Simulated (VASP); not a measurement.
# AlAu (Pm-3m) in VASP: notebook

Runs on AlAu. Level: LDA. Tasks: single point.

Program: VASP 6.6.1. These are calculated values, not measurements. Logs are shortened: lines on timing, memory, paths and dates and some standing lists are left out, and cuts for length are marked.

## 1. The cell of the first run

The structure is cubic, space group Pm-3m (No. 221). The conventional cell has a = 3.256 Å, b = 3.256 Å, c = 3.256 Å, α = 90.00°, β = 90.00°, γ = 90.00°. Within 3.7 Å of Al (site symmetry m-3m) lie 8 Au at 2.82 Å and 6 Al at 3.26 Å. Au (site symmetry m-3m) has 8 Al at 2.82 Å and 6 Au at 3.26 Å within 3.7 Å.

## 2. Single point, LDA

Input file INCAR:

```
SYSTEM = AlAu
PREC     = Accurate       ! precision mode
ENCUT    = 520            ! plane-wave cutoff, eV
EDIFF    = 1E-7           ! SCF threshold, eV
ISMEAR   = 1              ! smearing method
SIGMA    = 0.1            ! smearing width, eV
LREAL    = .FALSE.        ! projectors in reciprocal space
LASPH    = .TRUE.         ! aspherical terms in the spheres
NELM     = 100            ! most SCF steps
ALGO     = Normal         ! electronic algorithm
ISIF     = 2              ! what is computed and relaxed
LWAVE    = .FALSE.        ! write WAVECAR
LCHARG   = .TRUE.         ! write CHGCAR
LELF     = .TRUE.         ! ELF
LVHAR    = .TRUE.       
NBANDS   = 14             ! bands
```

Input file KPOINTS:

```
regular mesh
0
G
  9 9 9
  0 0 0
```

Input file POSCAR:

```
AlAu
1.0
    3.2558642939      0.0000000000      0.0000000000
    0.0000000000      3.2558642939      0.0000000000
    0.0000000000      0.0000000000      3.2558642939
Al Au
1 1
Direct
    0.0000000000      0.0000000000      0.0000000000
    0.5000000000      0.5000000000      0.5000000000
```

Potentials or basis: VASP PAW LDA potentials, release 64 (Al, Au).

On the command line:

```console
$ cat potpaw_LDA.64/Al/POTCAR potpaw_LDA.64/Au/POTCAR > POTCAR
$ mpirun -np 1 vasp_std > vasp.out
```

OUTCAR:

```text
SYSTEM = AlAu
   PREC = Accurate
   ENCUT = 520
   EDIFF = 1E-7
   ISMEAR = 1
   LREAL = .FALSE.
   LASPH = .TRUE.
   NELM = 100
   ISIF = 2

 ion  position               nearest neighbor table
   1  0.000  0.000  0.000-   2 2.82   2 2.82   2 2.82   2 2.82   2 2.82   2 2.82   2 2.82   2 2.82

   2  0.500  0.500  0.500-   1 2.82   1 2.82   1 2.82   1 2.82   1 2.82   1 2.82   1 2.82   1 2.82

  LATTYP: Found a simple cubic cell.
 ALAT       =     3.2558642939

  Lattice vectors:

 A1 = (   3.2558642939,   0.0000000000,   0.0000000000)
 A2 = (   0.0000000000,   3.2558642939,   0.0000000000)
 A3 = (   0.0000000000,   0.0000000000,   3.2558642939)

Analysis of symmetry for initial positions (statically):
=====================================================================
 Subroutine PRICEL returns:
 Original cell was already a primitive cell.

 Routine SETGRP: Setting up the symmetry group for a
 simple cubic supercell.

 Subroutine GETGRP returns: Found 48 space group operations
 (whereof 48 operations were pure point group operations)
 out of a pool of 48 trial point group operations.

The static configuration has the point symmetry O_h .

Analysis of symmetry for dynamics (positions and initial velocities):
=====================================================================
 Subroutine PRICEL returns:
 Original cell was already a primitive cell.

 Routine SETGRP: Setting up the symmetry group for a
 simple cubic supercell.

 Subroutine GETGRP returns: Found 48 space group operations
 (whereof 48 operations were pure point group operations)
 out of a pool of 48 trial point group operations.

The dynamic configuration has the point symmetry O_h .

 Subroutine INISYM returns: Found 48 space group operations
 (whereof 48 operations are pure point group operations),
 and found     1 'primitive' translations

----------------------------------------------------------------------------------------

                                     Primitive cell

  volume of cell :      34.5143

  direct lattice vectors                    reciprocal lattice vectors
     3.255864294  0.000000000  0.000000000     0.307138108  0.000000000  0.000000000
     0.000000000  3.255864294  0.000000000     0.000000000  0.307138108  0.000000000
     0.000000000  0.000000000  3.255864294     0.000000000  0.000000000  0.307138108

  length of vectors
     3.255864294  3.255864294  3.255864294     0.307138108  0.307138108  0.307138108

  position of ions in fractional coordinates (direct lattice)
     0.000000000  0.000000000  0.000000000
     0.500000000  0.500000000  0.500000000

  ion indices of the primitive-cell ions
   primitive index   ion index
                 1           1
                 2           2

----------------------------------------------------------------------------------------

 KPOINTS: regular mesh

Automatic generation of k-mesh.
 Grid dimensions read from file:
 generate k-points for:    9    9    9

 Generating k-lattice:

  Cartesian coordinates                     Fractional coordinates (reciprocal lattice)
     0.034126456  0.000000000  0.000000000     0.111111111  0.000000000  0.000000000
     0.000000000  0.034126456  0.000000000     0.000000000  0.111111111  0.000000000
     0.000000000  0.000000000  0.034126456     0.000000000  0.000000000  0.111111111

  Length of vectors
     0.034126456  0.034126456  0.034126456

  Shift w.r.t. Gamma in fractional coordinates (k-lattice)
     0.000000000  0.000000000  0.000000000

 Subroutine IBZKPT returns following result:
 ===========================================

 Found     35 irreducible k-points:

 Following reciprocal coordinates:
            Coordinates               Weight
  0.000000  0.000000  0.000000      1.000000
  0.111111  0.000000  0.000000      6.000000
  0.222222  0.000000  0.000000      6.000000
  0.333333  0.000000  0.000000      6.000000
  0.444444  0.000000  0.000000      6.000000
  0.111111  0.111111  0.000000     12.000000
[... 16 lines left out ...]
  0.333333  0.333333  0.111111     24.000000
  0.444444  0.333333  0.111111     48.000000
 [... further k-points ...]
   k-points           NKPTS =     35   k-points in BZ     NKDIM =     35   number of bands    NBANDS=     14
   number of dos      NEDOS =    301   number of ions     NIONS =      2
   total plane-waves  NPLWV =  13824
   dimension x,y,z NGX =    24 NGY =   24 NGZ =   24
   dimension x,y,z NGXF=    48 NGYF=   48 NGZF=   48
   ions per type =               1   1
   NGX,Y,Z   is equivalent  to a cutoff of  12.25, 12.25, 12.25 a.u.
   NGXF,Y,Z  is equivalent  to a cutoff of  24.51, 24.51, 24.51 a.u.
 SYSTEM =  AlAu
   PREC   = accura    normal or accurate (medium, high low for compatibility)
   ISTART =      0    job   : 0-new  1-cont  2-samecut
   ICHARG =      2    charge: 1-file 2-atom 10-const
   ISPIN  =      1    spin polarized calculation?
   LNONCOLLINEAR =      F non collinear calculations
   LSORBIT =      F    spin-orbit coupling
   LASPH  =      T    aspherical Exc in radial PAW
   ENCUT  =  520.0 eV  38.22 Ry    6.18 a.u.   6.05  6.05  6.05*2*pi/ulx,y,z
   NELM   =    100;   NELMIN=  2; NELMDL= -5     # of ELM steps
   EDIFF  = 0.1E-06   stopping-criterion for ELM
   LREAL  =      F    real-space projection
   EDIFFG = 0.1E-05   stopping-criterion for IOM
   NSW    =      0    number of steps for IOM
   IBRION =     -1    ionic relax: 0-MD 1-quasi-New 2-CG
   NFREE  =      0    steps in history (QN), initial steepest desc. (CG)
   ISIF   =      2    stress and relaxation
   ISYM   =      2    0-nonsym 1-usesym 2-fastsym
   POTIM  = 0.5000    time-step for ionic-motion
   TEBEG  =    0.0;   TEEND  =   0.0 temperature during run
   PSTRESS=    0.0 pullay stress
   NELECT =      14.0000    total number of electrons
   NUPDOWN=      -1.0000    fix difference up-down
   EMIN   =  10.00;   EMAX   =-10.00  energy-range for DOS
   EFERMI =   0.00;   METHOD = LEGACY
   ISMEAR =     1;   SIGMA  =   0.10  broadening in eV -4-tet -1-fermi 0-gaus
   EFERMI_NEDOS =   21; number of points for ismear=-14 and -15
   IALGO  =     38    algorithm
   IMIX   =      4    mixing-type and parameters
     AMIX     =   0.40;   BMIX     =  1.00
     AMIX_MAG =   1.60;   BMIX_MAG =  1.00
  volume/ion in A,a.u.               =      17.26       116.46
  Fermi-wavevector in a.u.,A,eV,Ry     =   1.211857  2.290077 19.981466  1.468596
  Thomas-Fermi vector in A             =   2.347359
   LORBIT       =      0    0 simple, 1 ext, 2 COOP (PROOUT), +10 PAW based schemes
   GGA     = CA    functional components
   LHFCALC =     F    Hartree Fock is set to
   AEXX    =    0.0000 exact exchange contribution
   IVDW    =     0    specifies the selected vdW correction
   LEPSILON=     F    determine dielectric tensor
   LRPA    =     F    only Hartree local field effects (RPA)
 non-spin polarized calculation
 Methfessel and Paxton  Order N= 1 SIGMA  =   0.10
  energy-cutoff  :      520.00
  volume of cell :       34.51
 maximum number of plane-waves:       943
   NGX = 13   NGY = 13   NGZ = 13

 number of electron      13.9999996 magnetization

 Free energy of the ion-electron system (eV)
  ---------------------------------------------------
  ext. energy  EPLUGINS =         0.00000000
  ---------------------------------------------------
  free energy    TOTEN  =        -9.10711223 eV

  energy without entropy =       -9.10479656  energy(sigma->0) =       -9.10634034

 E-fermi :   8.7741     XC(G=0): -11.5515

 val. band max:        8.7632520157   @ k =   0.2222   0.1111   0.1111
 cond. band min:       8.8083858636   @ k =   0.3333   0.3333   0.1111
 fundamental gap:      0.0451338478
 Fermi energy:         8.7740946497

 k-point     1 :       0.0000    0.0000    0.0000
  band No.  band energies     occupation
      1      -2.0768      2.00000
      2       2.5588      2.00000
      3       2.5588      2.00000
      4       4.3253      2.00000
      5       4.3253      2.00000
      6       4.3253      2.00000
      7      11.7340      0.00000
      8      11.7340      0.00000
      9      11.7340      0.00000
     10      15.1318      0.00000
     11      16.3608      0.00000
     12      16.3608      0.00000
     13      25.5197      0.00000
     14      25.5197      0.00000

 k-point     2 :       0.1111    0.0000    0.0000
  band No.  band energies     occupation
      1      -1.8807      2.00000
      2       2.5948      2.00000
      3       2.6313      2.00000
      4       4.2114      2.00000
      5       4.2114      2.00000
      6       4.3376      2.00000
      7      10.3557     -0.00000
      8      12.0331      0.00000
      9      12.0331      0.00000
     10      15.6377      0.00000
     11      16.1758      0.00000
     12      17.6049      0.00000
     13      23.5213      0.00000
     14      23.5213      0.00000

 k-point     3 :       0.2222    0.0000    0.0000
  band No.  band energies     occupation
      1      -1.3083      2.00000
      2       2.6882      2.00000
      3       2.7770      2.00000
      4       3.9455      2.00000
      5       3.9455      2.00000
      6       4.3688      2.00000
      7       8.2724      2.00000
      8      12.8552      0.00000
      9      12.8552      0.00000
     10      15.7189      0.00000
     11      16.0242      0.00000
     12      20.3106      0.00000
     13      21.2509      0.00000
     14      21.2509      0.00000

 k-point     4 :       0.3333    0.0000    0.0000
  band No.  band energies     occupation
      1      -0.4149      2.00000
      2       2.7350      2.00000
      3       2.7986      2.00000
      4       3.6746      2.00000
      5       3.6746      2.00000
      6       4.4047      2.00000
      7       6.5953      2.00000
      8      14.0565      0.00000
      9      14.0565      0.00000
     10      15.2187      0.00000
     11      16.5474      0.00000
     12      19.1541      0.00000
     13      19.1541      0.00000
     14      20.3991      0.00000

 k-point     5 :       0.4444    0.0000    0.0000
  band No.  band energies     occupation
      1       0.6282      2.00000
      2       2.1680      2.00000
      3       2.8733      2.00000
      4       3.5119      2.00000
      5       3.5119      2.00000
      6       4.4283      2.00000
      7       5.7726      2.00000
      8      14.9022      0.00000
      9      15.5193      0.00000
     10      15.5193      0.00000
     11      17.2669      0.00000
[... 276 lines left out ...]
 k-point    22 :       0.4444    0.2222    0.1111
  band No.  band energies     occupation
      1       1.2698      2.00000
      2       2.1166      2.00000
      3       3.2218      2.00000
      4       3.3309      2.00000
      5       3.9983      2.00000
      6       4.5454      2.00000
      7       6.0499      2.00000
      8      11.5640      0.00000
      9      13.0294      0.00000
     10      14.2112      0.00000
     11      16.1401      0.00000
     12      18.7446      0.00000
     13      20.6212      0.00000
     14      22.1410      0.00000

 k-point    23 :       0.3333    0.3333    0.1111
  band No.  band energies     occupation
      1       0.9539      2.00000
      2       2.4955      2.00000
      3       3.4392      2.00000
      4       3.5145      2.00000
      5       4.0568      2.00000
      6       4.0616      2.00000
      7       7.8336      2.00000
      8       8.8084      0.45571
      9      12.8321      0.00000
     10      13.9536      0.00000
     11      17.7576      0.00000
     12      19.0355      0.00000
     13      19.3242      0.00000
     14      23.5467      0.00000

 k-point    24 :       0.4444    0.3333    0.1111
  band No.  band energies     occupation
      1       1.3237      2.00000
      2       2.4806      2.00000
      3       3.3052      2.00000
      4       3.5338      2.00000
      5       4.1210      2.00000
      6       4.9700      2.00000
      7       6.3961      2.00000
      8       9.5798     -0.00000
      9      11.1570      0.00000
     10      14.6456      0.00000
     11      17.1034      0.00000
     12      18.5335      0.00000
     13      20.5709      0.00000
     14      22.2225      0.00000

 [... further k-points ...]
[... 5 lines left out ...]
  --------------------------------------------------------------------------------------
  -------------------------------------------------------------------------------------
  Total       -2.2558694     -2.2558694     -2.2558694      0.0000000      0.0000000     -0.0000000
  in kB     -104.7190409   -104.7190409   -104.7190409      0.0000000      0.0000000     -0.0000000
  external PRESSURE =    -104.7190409 kB  Pullay stress =       0.0000000 kB

 VOLUME and BASIS-vectors are now :
 -----------------------------------------------------------------------------
  energy-cutoff  :      520.00
  volume of cell :       34.51
      direct lattice vectors                 reciprocal lattice vectors
     3.255864294  0.000000000  0.000000000     0.307138108  0.000000000  0.000000000
     0.000000000  3.255864294  0.000000000     0.000000000  0.307138108  0.000000000
     0.000000000  0.000000000  3.255864294     0.000000000  0.000000000  0.307138108

 POSITION                                       TOTAL-FORCE (eV/Angst)
 -----------------------------------------------------------------------------------
      0.00000      0.00000      0.00000         0.000000      0.000000      0.000000
      1.62793      1.62793      1.62793         0.000000      0.000000      0.000000
 -----------------------------------------------------------------------------------
    total drift:                                0.000000     -0.000000     -0.000000

  FREE ENERGIE OF THE ION-ELECTRON SYSTEM (eV)
  ---------------------------------------------------
  free  energy   TOTEN  =        -9.1071122267 eV

  energy  without entropy=       -9.1047965598  energy(sigma->0) =       -9.10634034
```

Run time: 5.3 s. Hardware: 1 thread of AMD EPYC 9R45 (Zen 5), shared host; peak memory 0.11 GiB.

What came out:

```
Free energy            : -9.1071 eV
Pressure               : -10.5 GPa
Band gap on the k mesh : zero (band 7 reaches 11.73 eV, above the bottom of band 8 at 8.11 eV)
```

Caveat: spin-orbit coupling is left out, which moves the levels of the heavy elements.

## 3. Single point, LDA

This run uses another cell than the first one, of 17.76 Å³/atom, 1.029 times its volume.

Input file INCAR:

```
SYSTEM = AlAu
  ALGO = Normal
  EDIFF = 1E-6
  ENCUT = 520
  GGA = CA
  ISIF = 2
  ISMEAR = 1
  LASPH = .TRUE.
  LCHARG = .FALSE.
  LREAL = .FALSE.
  LWAVE = .FALSE.
  NBANDS = 14
  NELM = 60
  PREC = Accurate
  SIGMA = 0.1
```

Input file KPOINTS:

```
k-points
0
G
  9 9 9
  0 0 0
```

Input file POSCAR:

```
AlAu
1.0
    3.2871726019      0.0000000000      0.0000000000
    0.0000000000      3.2871726019      0.0000000000
    0.0000000000      0.0000000000      3.2871726019
Al Au
1 1
Direct
    0.0000000000      0.0000000000      0.0000000000
    0.5000000000      0.5000000000      0.5000000000
```

Potentials or basis: VASP PAW LDA potentials, release 64 (Al, Au).

On the command line:

```console
$ cat potpaw_LDA.64/Al/POTCAR potpaw_LDA.64/Au/POTCAR > POTCAR
$ mpirun -np 1 vasp_std > vasp.out
```

OUTCAR:

```text
SYSTEM = AlAu
   EDIFF = 1E-6
   ENCUT = 520
   GGA = CA
   ISIF = 2
   ISMEAR = 1
   LASPH = .TRUE.
   LREAL = .FALSE.
   NELM = 60
   PREC = Accurate

 ion  position               nearest neighbor table
   1  0.000  0.000  0.000-   2 2.85   2 2.85   2 2.85   2 2.85   2 2.85   2 2.85   2 2.85   2 2.85

   2  0.500  0.500  0.500-   1 2.85   1 2.85   1 2.85   1 2.85   1 2.85   1 2.85   1 2.85   1 2.85

  LATTYP: Found a simple cubic cell.
 ALAT       =     3.2871726019

  Lattice vectors:

 A1 = (   3.2871726019,   0.0000000000,   0.0000000000)
 A2 = (   0.0000000000,   3.2871726019,   0.0000000000)
 A3 = (   0.0000000000,   0.0000000000,   3.2871726019)

Analysis of symmetry for initial positions (statically):
=====================================================================
 Subroutine PRICEL returns:
 Original cell was already a primitive cell.

 Routine SETGRP: Setting up the symmetry group for a
 simple cubic supercell.

 Subroutine GETGRP returns: Found 48 space group operations
 (whereof 48 operations were pure point group operations)
 out of a pool of 48 trial point group operations.

[... 176 lines left out ...]
      6       4.0301      2.00000
      7      11.3275      0.00000
      8      11.3275      0.00000
      9      11.3275      0.00000
     10      14.4350      0.00000
     11      15.9054      0.00000
     12      15.9054      0.00000
     13      25.0257      0.00000
     14      25.0265      0.00000
[... 377 lines left out ...]
      1       1.1308      2.00000
      2       2.2732      2.00000
      3       3.0636      2.00000
      4       3.2832      2.00000
      5       3.8456      2.00000
      6       4.6694      2.00000
      7       6.0520      2.00000
      8       9.1486     -0.00000
      9      10.6801      0.00000
     10      14.1523      0.00000
     11      16.5852      0.00000
     12      18.0250      0.00000
     13      20.0172      0.00000
     14      21.6184      0.00000

 [... further k-points ...]

------------------------ aborting loop because EDIFF is reached ----------------------------------------

  FORCE on cell =-STRESS in cart. coord.  units (eV):
  Direction    XX          YY          ZZ          XY          YZ          ZX
  --------------------------------------------------------------------------------------
  -------------------------------------------------------------------------------------
  Total       -2.6232468     -2.6232468     -2.6232468      0.0000000     -0.0000000     -0.0000000
  in kB     -118.3265505   -118.3265505   -118.3265505      0.0000000     -0.0000000     -0.0000000
  external PRESSURE =    -118.3265505 kB  Pullay stress =       0.0000000 kB

 VOLUME and BASIS-vectors are now :
 -----------------------------------------------------------------------------
  energy-cutoff  :      520.00
  volume of cell :       35.52
      direct lattice vectors                 reciprocal lattice vectors
     3.287172602  0.000000000  0.000000000     0.304212806  0.000000000  0.000000000
     0.000000000  3.287172602  0.000000000     0.000000000  0.304212806  0.000000000
     0.000000000  0.000000000  3.287172602     0.000000000  0.000000000  0.304212806

 POSITION                                       TOTAL-FORCE (eV/Angst)
 -----------------------------------------------------------------------------------
      0.00000      0.00000      0.00000         0.000000      0.000000      0.000000
      1.64359      1.64359      1.64359         0.000000      0.000000      0.000000
 -----------------------------------------------------------------------------------
    total drift:                                0.000000     -0.000000     -0.000000

  FREE ENERGIE OF THE ION-ELECTRON SYSTEM (eV)
  ---------------------------------------------------
  free  energy   TOTEN  =        -9.0372755115 eV

  energy  without entropy=       -9.0345021257  energy(sigma->0) =       -9.03635105
```

stdout:

```text
POSCAR found type information on POSCAR AlAu
 POSCAR found :  2 types and       2 ions
 scaLAPACK will be used
 LDA part: xc-table for (Slater(with rela. corr.)+CA(PZ))
 , standard interpolation
 POSCAR, INCAR and KPOINTS ok, starting setup
 FFT: planning ... GRIDC
 FFT: planning ... GRID_SOFT
 FFT: planning ... GRID
 WAVECAR not read
 entering main loop
```

Run time: 4.9 s. Hardware: 1 thread of AMD EPYC 9R45 (Zen 5), shared host; peak memory 0.1 GiB.

Results:

```yaml
Free_energy: -9.0373 eV
Pressure: -11.8 GPa
Band_gap_on_the_k_mesh: zero (band 7 reaches 11.33 eV, above the bottom of band 8 at 7.70 eV)
```

Levels at points of the mesh, in eV from the Fermi level:
| k point | band 5 | band 6 | band 7 | band 8 | band 9 | band 10 |
| --- | --- | --- | --- | --- | --- | --- |
| (0.00, 0.00, 0.00) | -4.33 | -4.33 | 2.96 | 2.96 | 2.96 | 6.07 |

Caveat: spin-orbit coupling is left out, which moves the levels of the heavy elements.
